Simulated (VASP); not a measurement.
Set up this calculation in VASP 6.6.1, as the native input.

```
Task                   : single point
Functional             : LDA
Potentials or basis    : VASP PAW LDA potentials, release 64 (W_sv)
Cutoff                 : 520 eV
k mesh                 : 22 × 22 × 22
Occupations            : gaussian, width 0.15 eV
Spin                   : no spin polarisation
Dipole correction      : no
Further INCAR settings : ALGO = Fast; EDIFF = 1e-07; NBANDS = 13
```

The structure of W lies in POSCAR:

```
W
1.0
    0.0000000000      2.1781340187      1.5994038099
    2.1781340187      0.0000000000      1.5994038099
    2.1781340187      2.1781340187      0.0000000000
W
1
Direct
    0.0000000000      0.0000000000      0.0000000000
```

These files were run (other wordings do the same):

INCAR

```
PREC = Accurate
ENCUT = 520
EDIFF = 1E-7
ISMEAR = 0
SIGMA = 0.15
LREAL = F
LASPH = T
NELM = 80
ALGO = Fast
ISIF = 2
LWAVE = F
LCHARG = T
GGA = CA
LELF = T
LVHAR = T
NBANDS = 13
```

KPOINTS

```
Automatic mesh
0
Gamma
  22 22 22
```

Potentials or basis: VASP PAW LDA potentials, release 64 (W_sv).

Run with:

```sh
$ cat potpaw_LDA.64/W_sv/POTCAR > POTCAR
$ mpirun -np 1 vasp_std > vasp.out
```

Results of the run:

```json
{
 "Pressure": "7.6 GPa",
 "Band gap on the k mesh": "zero (bands 7 and 8 overlap by 6.45 eV)"
}
```

Caveat: the cell stands under pressure; spin-orbit coupling is left out, which moves the levels of the heavy elements.

Wall time 2.8 min on 1 thread of AMD EPYC 7R43 64-Core Processor (Zen 3) (shared host), peak memory 0.21 GiB.
